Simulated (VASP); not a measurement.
The system is Sn.

```
Sn
1.0
    -1.86500    1.86500    1.86500
     1.86500   -1.86500    1.86500
     1.86500    1.86500   -1.86500
Sn
1
Direct
  0.00000 0.00000 0.00000
```

This isn't the form of Sn at room conditions, which is tetragonal (white tin).

- Program: VASP 6.6.1
- Task: relaxation of cell and atoms
- Functional: r2SCAN
- Potentials or basis: VASP PAW PBE potentials, release 64 (Sn_d)
- Cutoff: 550 eV
- k mesh: 16 × 16 × 16
- Occupations: methfessel-paxton, width 0.05 eV
- Spin: no spin polarisation

At the start: pressure 2.3 GPa; volume 25.95 Å³/atom.

Where does the relaxation end?

Over 3 steps the energy falls by 8.2 meV/atom and the volume is 27.11 Å³/atom (+4.5 %); space group Im-3m (No. 229, to 0.1 Å) before and after.

Step by step:
| step | energy change (eV) | largest force (eV/Å) | pressure (GPa) | volume (Å³) |
| --- | --- | --- | --- | --- |
| 1 | 0.0000 | 0.0000 | 2.32 | 25.95 |
| 2 | -0.0078 | 0.0000 | -0.49 | 27.39 |
| 3 | -0.0082 | 0.0000 | 0.01 | 27.11 |

Final structure:
```
CELL_PARAMETERS angstrom
-1.89242 1.89242 1.89242
1.89242 -1.89242 1.89242
1.89242 1.89242 -1.89242
ATOMIC_POSITIONS crystal
Sn 0.00000 0.00000 0.00000
```

Caveat: the PAW data sets were made with another functional, which shifts forces and pressure a little.
